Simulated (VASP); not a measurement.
Input of a VASP 6.6.1 run:

INCAR

```
SYSTEM = BeS
PREC = Accurate ; ENCUT = 520
EDIFF = 1E-6 ; ISMEAR = 0
SIGMA = 0.05 ; LREAL = .False.
LASPH = .True. ; NELM = 60
ALGO = Normal ; ISIF = 2
LWAVE = .False. ; LCHARG = .False.
GGA = PS ; NBANDS = 11
```

File KPOINTS:

```
Automatic mesh
0
Gamma
  10 10 10
  0 0 0
```

POSCAR

```
BeS
1.0
    0.0000000000      2.4453750508      2.2569220589
    2.2569220589      0.0000000000      2.2569220589
    2.2569220589      2.4453750508      0.0000000000
Be S
1 1
Direct
    0.0000000000      0.0000000000      0.0000000000
    0.7500000000      0.7500000000      0.7500000000
```

Potentials or basis: VASP PAW PBE potentials, release 64 (Be, S).

Run with:

```console
$ cat potpaw_PBE.64/Be/POTCAR potpaw_PBE.64/S/POTCAR > POTCAR
$ mpirun -np 1 vasp_std > vasp.out
```

(1) What does it give for the band gap on the k mesh?

(2) Estimate the pressure.

## Answers

(1) 2.17 eV, indirect (least direct gap 5.34 eV).

(2) 15.9 GPa.

Caveat: the PAW data sets were made with another functional, which shifts forces and pressure a little.
